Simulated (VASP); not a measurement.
Hf2TeW2S, 6 atoms in the cell. The structure is tetragonal, space group P-4m2 (No. 115). The conventional cell has a = 4.692 Å, b = 4.692 Å, c = 5.684 Å, α = 90.00°, β = 90.00°, γ = 90.00°. Within 3.7 Å of Hf (site symmetry -4m2) lie 2 S at 2.84 Å and 4 W at 2.96 Å and 4 Te at 3.32 Å. Within 3.4 Å of Hf (site symmetry -4m2) lie 4 W at 2.57 Å and 2 Te at 2.84 Å and 4 S at 3.32 Å. Within 3.7 Å of Te (site symmetry -4m2) lie 6 Hf at 2.84 to 3.32 Å and 4 W at 2.96 Å. Within 3.4 Å of W (site symmetry 2mm) lie 4 Hf at 2.57 to 2.96 Å and 2 S at 2.57 Å and 2 Te at 2.96 Å. Within 3.4 Å of S (site symmetry -4m2) lie 4 W at 2.57 Å and 6 Hf at 2.84 to 3.32 Å. 

| Property | Result |
| --- | --- |
| Program | VASP 6.6.1 |
| Task | single point |
| Functional | PBE |
| Potentials or basis | VASP PAW PBE potentials, release 64 (Hf_pv, Te, W_sv, S) |
| Cutoff | 520 eV |
| k mesh | 4 × 4 × 4 |
| Occupations | gaussian, width 0.1 eV |
| Spin | no spin polarisation |
| Dipole correction | no |
| Further INCAR settings | ALGO = Normal; EDIFF = 1e-07; NBANDS = 39 |

Potentials or basis: VASP PAW PBE potentials, release 64 (Hf_pv, Te, W_sv, S).

Command:

```bash
$ cat potpaw_PBE.64/Hf_pv/POTCAR potpaw_PBE.64/Te/POTCAR potpaw_PBE.64/W_sv/POTCAR potpaw_PBE.64/S/POTCAR > POTCAR
$ mpirun -np 1 vasp_std > vasp.out
```

Hardware: 1 thread of Intel(R) Xeon(R) 6975P-C (Granite Rapids) (shared host).

Question: Estimate the wall time of this run.

Answer: Wall time 39 s on 1 thread of Intel(R) Xeon(R) 6975P-C (Granite Rapids), on a shared host, peak memory 0.28 GiB. Counts: scf iterations 15, k points 18.
